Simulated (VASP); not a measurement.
In:

```
In
1.0
     1.64707    0.95094    8.09654
    -1.64707    0.95094    8.09654
     0.00000   -1.90187    8.09654
In
3
Direct
  0.22199 0.22199 0.22199
  0.77801 0.77801 0.77801
  0.00000 0.00000 0.00000
```

Base run:

```yaml
Program: VASP 6.6.1
Functional: PBEsol
Potentials_or_basis: VASP PAW PBE potentials, release 64 (In_d)
Cutoff: 520 eV
k_mesh: 9 × 9 × 9
Occupations: fermi-dirac, width 0.05 eV
Spin: no spin polarisation
```

Its results: pressure 0.5 GPa; largest force 0.010 eV/Å.

The run is repeated on the same cell with these changes: functional from PBEsol to PBE. What comes out?

Pressure 3.7 GPa; largest force 0.006 eV/Å.

PBE binds less tightly than PBEsol, so the same cell stands under more pressure.

Caveats: the PAW data sets were made with another functional, which shifts forces and pressure a little (some runs).
